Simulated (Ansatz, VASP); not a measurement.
**Two plane-wave programs on ZnBrF5**

The input INCAR:

```
SYSTEM = ZnBrF5
ALGO = Normal ; EDIFF = 1E-6
ENCUT = 520 ; GGA = PE
ISIF = 2 ; ISMEAR = 0
LASPH = .TRUE. ; LCHARG = .FALSE.
LREAL = .FALSE. ; LWAVE = .FALSE.
NBANDS = 36 ; NELM = 80
PREC = Accurate ; SIGMA = 0.1
```

Contents of KPOINTS:

```
k-points
0
G
  10 10 6
  0 0 0
```

POSCAR

```
ZnBrF5
1.0
    3.5173749002      0.0000000000      0.0000000000
    0.0000000000      3.5173749002      0.0000000000
    0.0000000000      0.0000000000      6.6005130216
Zn Br F
1 1 5
Direct
    0.0000000000      0.0000000000      0.5000000000
    0.0000000000      0.0000000000      0.0000000000
    0.0000000000      0.5000000000      0.3141152526
    0.5000000000      0.0000000000      0.3141152526
    0.0000000000      0.5000000000      0.6858847474
    0.5000000000      0.0000000000      0.6858847474
    0.5000000000      0.5000000000      0.0000000000
```

Input for Ansatz:

```yaml
crystal:
  lattice:
    - [3.5173749002, 0.0, 0.0]
    - [0.0, 3.5173749002, 0.0]
    - [0.0, 0.0, 6.6005130216]
  atoms:
    - { symbol: Zn, position: [0.0, 0.0, 0.5] }
    - { symbol: Br, position: [0.0, 0.0, 0.0] }
    - { symbol: F, position: [0.0, 0.5, 0.3141152526] }
    - { symbol: F, position: [0.5, 0.0, 0.3141152526] }
    - { symbol: F, position: [0.0, 0.5, 0.6858847474] }
    - { symbol: F, position: [0.5, 0.0, 0.6858847474] }
    - { symbol: F, position: [0.5, 0.5, 0.0] }
basis:
  ecutwfc: 420
kpoints:
  mp_grid: { grid: [10, 10, 6] }
  band_path:
    path:
      - [[0.0, 0.0, 0.0], [0.0, 0.5, 0.0], [0.5, 0.5, 0.0], [0.0, 0.0, 0.0], [0.0, 0.0, 0.5], [0.0, 0.5, 0.5], [0.5, 0.5, 0.5], [0.0, 0.0, 0.5]]
      - [[0.0, 0.5, 0.0], [0.0, 0.5, 0.5]]
      - [[0.5, 0.5, 0.0], [0.5, 0.5, 0.5]]
    npoints: 14
hamiltonian:
  xc: pbe
scf:
  occupations: { method: gaussian, width: 0.1 }
  n_extra_bands: 17
output:
  forces: true
  stress: true
  eigenvalues: true
  populations: true
  dos: { projected: true, de: 0.02, nscf_kmesh: { grid: [12, 12, 8] } }
  bader: true
  write_density: true
  write_potential: true
  elf: true
  volumetric_format: npy
```

Alike in both runs: task single point; functional PBE; k mesh 10 × 10 × 6; occupations gaussian, width 0.1 eV; no spin polarisation.

|  | VASP | Ansatz |
| --- | --- | --- |
| version | VASP 6.6.1 | Ansatz 0.2.0 |
| potentials or method | VASP PAW PBE potentials, release 64 (Zn, Br, F), cutoff 520 eV | scalar-relativistic, plane waves, PAW |
| valence electrons in the cell | 54 | 54 |

|  | VASP | Ansatz | Ansatz less VASP |
| --- | --- | --- | --- |
| gap on the k mesh at the Fermi level (eV) | none | none | - |
| pressure (GPa) | 0.0 | 0.0 | +0.04 |
| rms of the force components (eV/Å) | 0.012 | 0.000 | -0.0123 |

Atom by atom the forces differ by 0.013 eV/Å (rms over components). A gap of «none» marks a metal or a gap that the smearing closes.
